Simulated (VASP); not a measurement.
A run of VASP 6.6.1 is set up as follows.

Contents of POSCAR:

```
P
1.0
    3.2837277200      0.0000000000      0.0000000000
    0.0000000000     34.8570309900      0.0000000000
    0.0000000000      0.0000000000      4.6320847100
P
4
Direct
    0.0000000000      0.9710575707      0.5946110225
    0.0000000000      0.0289424293      0.4053889775
    0.5000000000      0.0289424293      0.0946110225
    0.5000000000      0.9710575707      0.9053889775
```

Contents of INCAR.step1:

```
SYSTEM = P
PREC = Accurate
ENCUT = 520
ISMEAR = 0
SIGMA = 0.05
LREAL = .False.
LASPH = .True.
NELM = 100
NBANDS = 18
GGA = PE
ALGO = Normal
EDIFF = 1E-4
LWAVE = .True.
LCHARG = .False.
```

INCAR.step2

```
SYSTEM = P
PREC = Accurate
ENCUT = 520
EDIFF = 1E-6
ISMEAR = 0
SIGMA = 0.05
LREAL = .False.
LASPH = .True.
NELM = 100
ALGO = Normal
ISIF = 2
LWAVE = .False.
LCHARG = .False.
METAGGA = R2SCAN
LMIXTAU = .True.
NBANDS = 18
ISTART = 1
```

KPOINTS

```
Automatic mesh
0
Gamma
  8 1 6
  0 0 0
```

Potentials or basis: VASP PAW PBE potentials, release 64 (P).

Launch:

```console
$ cat potpaw_PBE.64/P/POTCAR > POTCAR
$ cp INCAR.step1 INCAR
$ mpirun -np 1 vasp_std > vasp.out
$ cp INCAR.step2 INCAR
$ mpirun -np 1 vasp_std > vasp.out
```

(1) What does it give for the largest force?

(2) Estimate the band gap on the k mesh.

Results:

(1) 0.450 eV/Å.

(2) 1.33 eV.

Caveat: the cell differs from its parent crystal (atoms displaced along a vibrational mode); there is no dipole correction, which matters where the two faces differ; the PAW data sets were made with another functional, which shifts forces and pressure a little.
